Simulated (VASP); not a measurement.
Write the native input for VASP 6.6.1 that does the following.

| Quantity | Value |
| --- | --- |
| Task | single point |
| Functional | PBE |
| Potentials or basis | VASP PAW PBE potentials, release 64 (Zr_sv) |
| Cutoff | 520 eV |
| k mesh | 18 × 13 × 1 |
| Occupations | gaussian, width 0.1 eV |
| Spin | no spin polarisation |
| Dipole correction | yes |
| Further INCAR settings | ALGO = Normal; EDIFF = 1e-07; NBANDS = 51 |

The structure of Zr lies in POSCAR:

```
Zr
1.0
    3.1890515800      0.0000000000      0.0000000000
    0.0000000000      4.5100000000      0.0000000000
    0.0000000000      0.0000000000     27.5671545915
Zr
7
Direct
    0.5000000000      0.5000000000      0.3264754790
    0.0000000000      0.0000000000      0.3843169793
    0.5000000000      0.5000000000      0.4421584897
    0.0000000000      0.0000000000      0.4997643822
    0.5000000000      0.5000000000      0.5572362504
    0.0000000000      0.0000000000      0.6164248625
    0.5000000000      0.5000000000      0.6690286039
```

The input as run:

INCAR

```
PREC = Accurate
ENCUT = 520
EDIFF = 1E-7
ISMEAR = 0
SIGMA = 0.1
LREAL = F
LASPH = T
NELM = 100
ALGO = Normal
ISIF = 2
LWAVE = F
LCHARG = T
LDIPOL = T
IDIPOL = 3
DIPOL = 0.5 0.5 0.499
GGA = PE
LELF = T
LVHAR = T
LVACPOTAV = T
NBANDS = 51
```

KPOINTS

```
Automatic mesh
0
Gamma
  18 13 1
```

Potentials or basis: VASP PAW PBE potentials, release 64 (Zr_sv).

Run with:

```console
$ cat potpaw_PBE.64/Zr_sv/POTCAR > POTCAR
$ mpirun -np 1 vasp_std > vasp.out
```

Results of the run:

| Item | Value |
| --- | --- |
| Largest force | 0.539 eV/Å |
| Band gap on the k mesh | zero (band 42 reaches 2.35 eV, above the bottom of band 43 at 1.51 eV) |

It took 70 min on 1 thread of Intel(R) Xeon(R) Platinum 8488C (Sapphire Rapids), with other jobs on the host, peak memory 1.1 GiB.
